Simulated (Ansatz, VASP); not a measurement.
**One calculation of VTe3Mo, two programs**

```xyz
5
Lattice="5.2237 0.0000 0.0000 0.0000 5.2237 0.0000 0.0000 0.0000 5.2237" Properties=species:S:1:pos:R:3 pbc="T T T"
V     0.0000    0.0000    0.0000
Te    0.0000    2.6119    2.6119
Te    2.6119    0.0000    2.6119
Te    2.6119    2.6119    0.0000
Mo    2.6119    2.6119    2.6119
```

Alike in both runs: task single point; functional PBE; k mesh 4 × 4 × 4; occupations gaussian, width 0.1 eV; collinear spin.

|  | VASP | Ansatz |
| --- | --- | --- |
| version | VASP 6.6.1 | Ansatz 0.2.0 |
| potentials or method | VASP PAW PBE potentials, release 64 (V_sv, Te, Mo_sv), cutoff 520 eV | scalar-relativistic, plane waves, PAW |
| valence electrons in the cell | 45 | 75 |

VASP gave:

| Property | Result |
| --- | --- |
| gap on the k mesh at the Fermi level (eV) | none |
| pressure (GPa) | 0.8 |
| net moment per atom (μB) | 0.00 |
| size of the moment on the site where the two differ most (μB) | 0.00 |

Q: Which values does Ansatz return?

A: gap on the k mesh at the Fermi level (eV): none; pressure (GPa): 3.2; net moment per atom (μB): 0.94; size of the moment on the site where the two differ most (μB): 3.53.

The net moments are unlike, so the other rows may belong to different states. Site moments also hang on the region over which each program counts them. A gap of «none» marks a metal or a gap that the smearing closes. VASP's potentials hold 45 valence electrons a cell and Ansatz's 75, so a difference there can come from the potentials and not from the codes.

Neither program's run includes spin-orbit coupling.
